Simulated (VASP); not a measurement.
A run of VASP 6.6.1:

INCAR

```
  PREC = Accurate
  ENCUT = 400
  EDIFF = 1E-6
  ISMEAR = 0
  SIGMA = 0.03
  LREAL = F
  LASPH = T
  NELM = 120
  ALGO = Normal
  ISIF = 2
  LWAVE = F
  LCHARG = T
  LDIPOL = T
  IDIPOL = 3
  DIPOL = 0.5 0.5 0.289
  GGA = PE
  IVDW = 12
  LELF = T
  LVHAR = T
  LVACPOTAV = T
  NBANDS = 12
  GGA_COMPAT = F
  NELMDL = -8
```

The input KPOINTS:

```
Automatic mesh
0
Gamma
  12 12 1
```

Contents of POSCAR:

```
Sb
1.0
    4.0684996917      0.0000000000      0.0000000000
   -2.0342498459      3.5234240883      0.0000000000
    0.0000000000      0.0000000000     27.1000000030
Sb
2
Direct
    0.3333333333      0.6666666667      0.2583030156
    0.6666666667      0.3333333333      0.3191877592
```

Potentials or basis: VASP PAW PBE potentials, release 64 (Sb).

Command:

```sh
$ cat potpaw_PBE.64/Sb/POTCAR > POTCAR
$ mpirun -np 1 vasp_std > vasp.out
```

Hardware: 1 thread of Intel(R) Xeon(R) Platinum 8259CL CPU @ 2.50GHz (Skylake/Cascade Lake), with other jobs on the host.

Task: Estimate the wall time of this run.

Result: Run time: 120 s on 1 thread of Intel(R) Xeon(R) Platinum 8259CL CPU @ 2.50GHz (Skylake/Cascade Lake) (shared host), peak memory 0.36 GiB. Counts: scf iterations 22, k points 19.
